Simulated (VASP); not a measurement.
Sc3InC, 5 atoms in the cell. Symmetry: Pm-3m, No. 221, cubic system. Conventional cell: a = 4.551 Å, b = 4.551 Å, c = 4.551 Å, α = 90.00°, β = 90.00°, γ = 90.00°. Sc (site symmetry 4/mmm) has 2 C at 2.28 Å within 3.0 Å. In (site symmetry m-3m) has 12 Sc at 3.22 Å and 8 C at 3.94 Å within 4.2 Å. C (site symmetry m-3m) has 6 Sc at 2.28 Å within 3.0 Å. 

- Program: VASP 6.6.1
- Task: single point
- Functional: LDA
- Potentials or basis: VASP PAW LDA potentials, release 64 (Sc_sv, In_d, C)
- Cutoff: 520 eV
- k mesh: 5 × 5 × 5
- Occupations: fermi-dirac, width 0.1 eV
- Spin: no spin polarisation
- Dipole correction: no
- Further INCAR settings: ALGO = Normal; EDIFF = 1e-07; NBANDS = 33

Potentials or basis: VASP PAW LDA potentials, release 64 (Sc_sv, In_d, C).

The run is started by

```bash
$ cat potpaw_LDA.64/Sc_sv/POTCAR potpaw_LDA.64/In_d/POTCAR potpaw_LDA.64/C/POTCAR > POTCAR
$ mpirun -np 1 vasp_std > vasp.out
```

Hardware: 1 thread of Intel(R) Xeon(R) Platinum 8488C (Sapphire Rapids) (shared host).

How long does it take, and how much memory?

Wall time 30 s on 1 thread of Intel(R) Xeon(R) Platinum 8488C (Sapphire Rapids), on a shared host, peak memory 0.18 GiB. Counts: scf iterations 15, k points 10.
